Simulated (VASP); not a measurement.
Wanted: the native input for a VASP 6.6.1 run.

```
Task                   : single point
Functional             : PBEsol
Potentials or basis    : VASP PAW PBE potentials, release 64 (C, H)
Cutoff                 : 520 eV
k mesh                 : 2 × 2 × 1
Occupations            : fermi-dirac, width 0.05 eV
Spin                   : no spin polarisation
Dipole correction      : no
Further INCAR settings : LREAL = Auto; ALGO = Normal; EDIFF = 1e-06; NBANDS = 57
```

The structure of H4C19 lies in POSCAR:

```
H4C19
1.0
    7.3980000000      0.0000000000      0.0000000000
   -3.6990000000      6.4068560000      0.0000000000
    0.0000000000      0.0000000000     12.0000000000
C H
19 4
Direct
   -0.0020722610     -0.0006560693      0.0570907201
    0.2206486673      0.1106366814      0.0570856958
   -0.0015041066      0.3327832955      0.0571201293
    0.2198291429      0.4434371976      0.0569631241
   -0.0019079957      0.6654211997      0.0571500264
    0.2204246655      0.7767160987      0.0571215551
    0.3318915162     -0.0005083607      0.0571327717
    0.5532750554      0.1101914793      0.0571322061
    0.3312688041      0.3319887068      0.0568892951
    0.5537460153      0.4431652383      0.0566499154
    0.3310097229      0.6659101387      0.0568030681
    0.5539701692      0.7774150308      0.0565759109
    0.6647581278     -0.0010810477      0.0569279756
    0.8871790326      0.1100556699      0.0570979615
    0.6645643001      0.3325350544      0.0570632197
    0.8873549737      0.4440092458      0.0571590742
    0.6652637487      0.6661291818      0.0564961179
    0.8867708229      0.7769130256      0.0568787053
    0.5366337780      0.6205488137      0.3451660077
    0.6787566696      0.6192519491      0.3200860266
    0.5473857534      0.7676143639      0.3184469501
    0.4002876330      0.4889341614      0.3055989792
    0.5201443646      0.6064743448      0.4361972641
```

These files were run (other wordings do the same):

INCAR

```
PREC = Accurate ; ENCUT = 520
EDIFF = 1E-6 ; ISMEAR = -1
SIGMA = 0.05 ; LREAL = Auto
LASPH = True ; NELM = 60
ALGO = Normal ; ISIF = 2
LWAVE = False ; LCHARG = False
GGA = PS ; NBANDS = 57
```

KPOINTS

```
Automatic mesh
0
Gamma
  2 2 1
```

Potentials or basis: VASP PAW PBE potentials, release 64 (C, H).

Run with:

```console
$ cat potpaw_PBE.64/C/POTCAR potpaw_PBE.64/H/POTCAR > POTCAR
$ mpirun -np 1 vasp_std > vasp.out
```

Results of the run:

```
Largest force          : 0.063 eV/Å
Band gap on the k mesh : 0.06 eV, direct
```

Caveat: the k points lie up to 0.49 Å⁻¹ apart; the PAW data sets were made with another functional, which shifts forces and pressure a little.

Wall time 4 min on 1 thread of Intel(R) Xeon(R) Platinum 8259CL CPU @ 2.50GHz (Skylake/Cascade Lake), on a shared host, peak memory 0.58 GiB.
